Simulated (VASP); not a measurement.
# AlRu (Pm-3m) in VASP: a series of runs

The runs below take AlRu through single point, with PBEsol.

Program: VASP 6.6.1. These are calculated values, not measurements. Logs are shortened: lines on timing, memory, paths and dates and some standing lists are left out, and cuts for length are marked.

### 1 The cell of the first run

Symmetry: Pm-3m, No. 221, cubic system. Conventional cell: a = 2.976 Å, b = 2.976 Å, c = 2.976 Å, α = 90.00°, β = 90.00°, γ = 90.00°. Al (site symmetry m-3m) has 8 Ru at 2.58 Å and 6 Al at 2.98 Å within 3.4 Å. Ru (site symmetry m-3m) has 8 Al at 2.58 Å and 6 Ru at 2.98 Å within 3.4 Å.

### 2 Single point, PBEsol

INCAR reads:

```
SYSTEM = AlRu
PREC = Accurate ; ENCUT = 520
EDIFF = 1E-7 ; ISMEAR = 0
SIGMA = 0.15 ; LREAL = .FALSE.
LASPH = .TRUE. ; NELM = 100
ALGO = Fast ; ISIF = 2
LWAVE = .FALSE. ; LCHARG = .FALSE.
GGA = PS ; NBANDS = 16
```

KPOINTS reads:

```
Automatic mesh
0
G
  22 22 22
  0 0 0
```

POSCAR reads:

```
AlRu
1.0
    2.9764078228      0.0000000000      0.0000000000
    0.0000000000      2.9764078228      0.0000000000
    0.0000000000      0.0000000000      2.9764078228
Al Ru
1 1
Direct
    0.0000000000      0.0000000000      0.0000000000
    0.5000000000      0.5000000000      0.5000000000
```

Potentials or basis: VASP PAW PBE potentials, release 64 (Al, Ru_pv).

The run is started by

```console
$ cat potpaw_PBE.64/Al/POTCAR potpaw_PBE.64/Ru_pv/POTCAR > POTCAR
$ mpirun -np 1 vasp_std > vasp.out
```

OUTCAR:

```text
SYSTEM = AlRu
   PREC = Accurate
   ENCUT = 520
   EDIFF = 1E-7
   ISMEAR = 0
   LREAL = .FALSE.
   LASPH = .TRUE.
   NELM = 100
   ISIF = 2
   GGA = PS

 ion  position               nearest neighbor table
   1  0.000  0.000  0.000-   2 2.58   2 2.58   2 2.58   2 2.58   2 2.58   2 2.58   2 2.58   2 2.58

   2  0.500  0.500  0.500-   1 2.58   1 2.58   1 2.58   1 2.58   1 2.58   1 2.58   1 2.58   1 2.58

  LATTYP: Found a simple cubic cell.
 ALAT       =     2.9764078228

  Lattice vectors:

 A1 = (   2.9764078228,   0.0000000000,   0.0000000000)
 A2 = (   0.0000000000,   2.9764078228,   0.0000000000)
 A3 = (   0.0000000000,   0.0000000000,   2.9764078228)

Analysis of symmetry for initial positions (statically):
=====================================================================
 Subroutine PRICEL returns:
 Original cell was already a primitive cell.

 Routine SETGRP: Setting up the symmetry group for a
 simple cubic supercell.

 Subroutine GETGRP returns: Found 48 space group operations
 (whereof 48 operations were pure point group operations)
 out of a pool of 48 trial point group operations.

The static configuration has the point symmetry O_h .

Analysis of symmetry for dynamics (positions and initial velocities):
=====================================================================
 Subroutine PRICEL returns:
 Original cell was already a primitive cell.

 Routine SETGRP: Setting up the symmetry group for a
 simple cubic supercell.

 Subroutine GETGRP returns: Found 48 space group operations
 (whereof 48 operations were pure point group operations)
 out of a pool of 48 trial point group operations.

The dynamic configuration has the point symmetry O_h .

 Subroutine INISYM returns: Found 48 space group operations
 (whereof 48 operations are pure point group operations),
 and found     1 'primitive' translations

----------------------------------------------------------------------------------------

                                     Primitive cell

  volume of cell :      26.3680

  direct lattice vectors                    reciprocal lattice vectors
     2.976407823  0.000000000  0.000000000     0.335975464  0.000000000  0.000000000
     0.000000000  2.976407823  0.000000000     0.000000000  0.335975464  0.000000000
     0.000000000  0.000000000  2.976407823     0.000000000  0.000000000  0.335975464

  length of vectors
     2.976407823  2.976407823  2.976407823     0.335975464  0.335975464  0.335975464

  position of ions in fractional coordinates (direct lattice)
     0.000000000  0.000000000  0.000000000
     0.500000000  0.500000000  0.500000000

[... 79 lines left out ...]
   NSW    =      0    number of steps for IOM
   IBRION =     -1    ionic relax: 0-MD 1-quasi-New 2-CG
   NFREE  =      0    steps in history (QN), initial steepest desc. (CG)
   ISIF   =      2    stress and relaxation
   ISYM   =      2    0-nonsym 1-usesym 2-fastsym
   POTIM  = 0.5000    time-step for ionic-motion
   TEBEG  =    0.0;   TEEND  =   0.0 temperature during run
   PSTRESS=    0.0 pullay stress
   NELECT =      17.0000    total number of electrons
   NUPDOWN=      -1.0000    fix difference up-down
   EMIN   =  10.00;   EMAX   =-10.00  energy-range for DOS
   EFERMI =   0.00;   METHOD = LEGACY
   ISMEAR =     0;   SIGMA  =   0.15  broadening in eV -4-tet -1-fermi 0-gaus
   EFERMI_NEDOS =   21; number of points for ismear=-14 and -15
   IALGO  =     68    algorithm
   IMIX   =      4    mixing-type and parameters
     AMIX     =   0.40;   BMIX     =  1.00
     AMIX_MAG =   1.60;   BMIX_MAG =  1.00
  volume/ion in A,a.u.               =      13.18        88.97
  Fermi-wavevector in a.u.,A,eV,Ry     =   1.414269  2.672581 27.213787  2.000157
  Thomas-Fermi vector in A             =   2.535829
   LORBIT       =      0    0 simple, 1 ext, 2 COOP (PROOUT), +10 PAW based schemes
   GGA     = PS    functional components
   LHFCALC =     F    Hartree Fock is set to
   AEXX    =    0.0000 exact exchange contribution
   IVDW    =     0    specifies the selected vdW correction
   LEPSILON=     F    determine dielectric tensor
   LRPA    =     F    only Hartree local field effects (RPA)
 non-spin polarized calculation
 RMM-DIIS sequential band-by-band and
 Gauss-broadening in eV      SIGMA  =   0.15
  energy-cutoff  :      520.00
  volume of cell :       26.37
 maximum number of plane-waves:       739
 NGX is ok and might be reduce to    24

 number of electron      16.9999996 magnetization

 Free energy of the ion-electron system (eV)
  ---------------------------------------------------
  ext. energy  EPLUGINS =         0.00000000
  ---------------------------------------------------
  free energy    TOTEN  =       -15.52789282 eV

  energy without entropy =      -15.50999205  energy(sigma->0) =      -15.51894244

 E-fermi :  10.8228     XC(G=0): -12.7659

 val. band max:       10.8210891180   @ k =   0.4545   0.3636   0.3636
 cond. band min:      10.8257564784   @ k =   0.1364   0.0909   0.0455
 fundamental gap:      0.0046673605
 Fermi energy:        10.8228232222

 k-point     1 :       0.0000    0.0000    0.0000
  band No.  band energies     occupation
      1     -30.9024      2.00000
      2     -30.9024      2.00000
      3     -30.9024      2.00000
      4       1.0400      2.00000
      5       7.1380      2.00000
      6       7.1380      2.00000
[... 433 lines left out ...]
      3     -30.8994      2.00000
      4       1.3600      2.00000
      5       7.2469      2.00000
      6       7.2603      2.00000
[... 8 lines left out ...]
     15      22.8120      0.00000
     16      27.1173      0.00000

 [... further k-points ...]

------------------------ aborting loop because EDIFF is reached ----------------------------------------

  FORCE on cell =-STRESS in cart. coord.  units (eV):
  Direction    XX          YY          ZZ          XY          YZ          ZX
  --------------------------------------------------------------------------------------
  -------------------------------------------------------------------------------------
  Total        0.0089298      0.0089298      0.0089298     -0.0000000      0.0000000     -0.0000000
  in kB        0.5425953      0.5425953      0.5425953     -0.0000000      0.0000000     -0.0000000
  external PRESSURE =       0.5425953 kB  Pullay stress =       0.0000000 kB

 VOLUME and BASIS-vectors are now :
 -----------------------------------------------------------------------------
  energy-cutoff  :      520.00
  volume of cell :       26.37
      direct lattice vectors                 reciprocal lattice vectors
     2.976407823  0.000000000  0.000000000     0.335975464  0.000000000  0.000000000
     0.000000000  2.976407823  0.000000000     0.000000000  0.335975464  0.000000000
     0.000000000  0.000000000  2.976407823     0.000000000  0.000000000  0.335975464

 POSITION                                       TOTAL-FORCE (eV/Angst)
 -----------------------------------------------------------------------------------
      0.00000      0.00000      0.00000         0.000000      0.000000      0.000000
      1.48820      1.48820      1.48820         0.000000      0.000000      0.000000
 -----------------------------------------------------------------------------------
    total drift:                                0.000000     -0.000000     -0.000000

  FREE ENERGIE OF THE ION-ELECTRON SYSTEM (eV)
  ---------------------------------------------------
  free  energy   TOTEN  =       -15.5278928220 eV

  energy  without entropy=      -15.5099920513  energy(sigma->0) =      -15.51894244
```

stdout:

```text
POSCAR found type information on POSCAR AlRu
 POSCAR found :  2 types and       2 ions
 scaLAPACK will be used
 -----------------------------------------------------------------------------
|                                                                             |
|                                                                             |
|     You enforced a specific xc type in the INCAR file but a different       |
|     I HOPE YOU KNOW WHAT YOU ARE DOING!                                     |
|                                                                             |
 -----------------------------------------------------------------------------

 LDA part: xc-table for (Slater+PW92), standard interpolation
 POSCAR, INCAR and KPOINTS ok, starting setup
 FFT: planning ... GRIDC
 FFT: planning ... GRID_SOFT
 FFT: planning ... GRID
 WAVECAR not read
 entering main loop
WARNING in EDDRMM: call to ZHEGV failed, returncode =   8  4     16
```

It took 1.9 min on 1 thread of AMD EPYC 9R45 (Zen 5), shared host; peak memory 0.22 GiB.

What came out:

* Free energy: -15.5279 eV
* Pressure: 0.1 GPa
* Band gap on the k mesh: zero (an odd number of electrons rules out a gap without spin polarisation)

Caveat: the PAW data sets were made with another functional, which shifts forces and pressure a little.

### 3 Single point, PBEsol

INCAR reads:

```
  PREC = Accurate
  ENCUT = 520
  EDIFF = 1E-6
  ISMEAR = 0
  SIGMA = 0.15
  LREAL = False
  LASPH = True
  NELM = 100
  ALGO = Normal
  ISIF = 2
  LWAVE = False
  LCHARG = False
  GGA = PS
  NBANDS = 16
```

KPOINTS reads:

```
Automatic mesh
0
Gamma
  20 20 20
```

POSCAR is that of step 2.

Potentials or basis: VASP PAW PBE potentials, release 64 (Al, Ru_pv).

The run is started by

```console
$ cat potpaw_PBE.64/Al/POTCAR potpaw_PBE.64/Ru_pv/POTCAR > POTCAR
$ mpirun -np 1 vasp_std > vasp.out
```

Wall time 75 s (1 thread of AMD EPYC 9R45 (Zen 5), shared host); peak memory 0.2 GiB.

It converged, with:

```yaml
Free_energy: -15.5278 eV
Pressure: 0.1 GPa
Band_gap_on_the_k_mesh: zero (an odd number of electrons rules out a gap without spin polarisation)
```

Levels at points of the mesh, in eV from the Fermi level:
```csv
k point,band 6,band 7,band 8,band 9,band 10,band 11,band 12,band 13
"(0.00, 0.00, 0.00)",-3.67,0.20,0.20,0.20,6.15,6.15,6.15,11.09
"(0.50, 0.00, 0.00)",-2.85,-1.63,-1.63,0.46,2.34,7.45,11.08,11.08
"(0.50, 0.50, 0.00)",-1.37,-1.37,-1.19,-1.19,1.57,5.38,6.44,10.73
"(0.50, 0.50, 0.50)",-4.72,1.67,1.67,2.70,4.14,4.14,4.14,8.72
```

Caveat: the PAW data sets were made with another functional, which shifts forces and pressure a little.

### 4 Single point, PBEsol

This run uses another cell than the first one: it holds 8 atoms, not 2.

INCAR reads:

```
SYSTEM = AlRu
  PREC = Accurate
  ENCUT = 520
  EDIFF = 1E-7
  ISMEAR = 0
  SIGMA = 0.15
  LREAL = .False.
  LASPH = .True.
  NELM = 80
  ALGO = Fast
  ISIF = 2
  LWAVE = .False.
  LCHARG = .False.
  GGA = PS
  NBANDS = 44
```

KPOINTS reads:

```
regular mesh
0
Gamma
  14 14 14
  0 0 0
```

POSCAR reads:

```
AlRu
1.0
   -2.9764078228      2.9764078228      2.9764078228
    2.9764078228     -2.9764078228      2.9764078228
    2.9764078228      2.9764078228     -2.9764078228
Al Ru
4 4
Direct
    0.5000000000      0.5000000000      0.0000000000
    0.0000000000      0.0000000000      0.0000000000
    0.0000000000      0.5000000000      0.5000000000
    0.5000000000      0.0000000000      0.5000000000
    0.5000000000      0.5000000000      0.5000000000
    0.0000000000      0.0000000000      0.5000000000
    0.0000000000      0.5000000000      0.0000000000
    0.5000000000      0.0000000000      0.0000000000
```

The run is started by

```console
$ cat potpaw_PBE.64/Al/POTCAR potpaw_PBE.64/Ru_pv/POTCAR > POTCAR
$ mpirun -np 1 vasp_std > vasp.out
```

Run time: 6.7 min. Hardware: 1 thread of AMD EPYC 9R45 (Zen 5), shared host; peak memory 0.46 GiB.

The run converged. Its results:

```
Free energy            : -62.1123 eV
Pressure               : 0.0 GPa
Band gap on the k mesh : zero (bands 34 and 35 overlap by 2.79 eV)
```

Levels at points of the mesh, in eV from the Fermi level:
| k point | band 31 | band 32 | band 33 | band 34 | band 35 | band 36 | band 37 | band 38 |
| --- | --- | --- | --- | --- | --- | --- | --- | --- |
| (0.00, 0.00, 0.00) | -1.20 | -1.20 | -1.20 | 0.19 | 0.19 | 0.19 | 1.56 | 1.56 |
| (0.50, 0.00, 0.00) | -0.80 | -0.80 | -0.54 | -0.54 | 0.73 | 0.73 | 2.47 | 2.47 |
| (0.50, 0.50, 0.50) | 0.45 | 0.45 | 0.45 | 1.66 | 1.66 | 2.33 | 2.33 | 2.33 |

Caveat: the PAW data sets were made with another functional, which shifts forces and pressure a little.

### 5 The runs side by side

| cell | k mesh | gap on the mesh (eV) | pressure (GPa) |
| --- | --- | --- | --- |
| a = 2.976 Å, 2 atoms, atomic positions A | 22 × 22 × 22 | none | 0.1 |
| a = 2.976 Å, 2 atoms, atomic positions A | 20 × 20 × 20 | none | 0.1 |
| a = 5.155 Å, angles 109.5°, 8 atoms, atomic positions B | 14 × 14 × 14 | none | 0.0 |

Alike in all rows: task single point; level PBEsol; potentials or basis VASP PAW PBE potentials, release 64 (Al, Ru_pv); no spin polarisation; cutoff (eV) 520; smearing gaussian 0.15 eV.

Caveats: the PAW data sets were made with another functional, which shifts forces and pressure a little.

Absolute energies hang on the potentials; compare differences alone.
